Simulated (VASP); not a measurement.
Input of a VASP 6.6.1 run:

File INCAR:

```
PREC = Accurate
ENCUT = 690
EDIFF = 1E-6
ISMEAR = 0
SIGMA = 0.1
LREAL = False
LASPH = True
NELM = 200
ALGO = Normal
ISIF = 2
LWAVE = False
LCHARG = True
ISPIN = 2
MAGMOM = 0 0 4 4
LORBIT = 11
LMAXMIX = 4
GGA = PE
LELF = True
LVHAR = True
NBANDS = 31
GGA_COMPAT = False
```

Contents of KPOINTS:

```
Automatic mesh
0
Gamma
  4 4 4
```

File POSCAR:

```
AlFe
1.0
    1.3016223649     -4.0922600163      0.0000000000
    1.3016223649      4.0922600163      0.0000000000
    0.0000000000      0.0000000000      5.0689565255
Al Fe
2 2
Direct
    0.5000000000      0.5000000000      0.2500000000
    0.5000000000      0.5000000000      0.7500000000
    0.0000000000      0.5000000000      0.0000000000
    0.5000000000      0.0000000000      0.5000000000
```

Potentials or basis: VASP PAW PBE potentials, release 64 (Al, Fe_sv).

Launch:

```console
$ cat potpaw_PBE.64/Al/POTCAR potpaw_PBE.64/Fe_sv/POTCAR > POTCAR
$ mpirun -np 1 vasp_std > vasp.out
```

What does it give for the site moments?

Al -0.03; Fe +2.04 μB.

Predict the net moment.

4.07 μB per cell.

Stress tensor (GPa, compression positive):
```
-0.62  0.00  0.00
 0.00 -0.40  0.00
 0.00  0.00 -0.62
```

Caveat: the k points lie up to 0.63 Å⁻¹ apart.
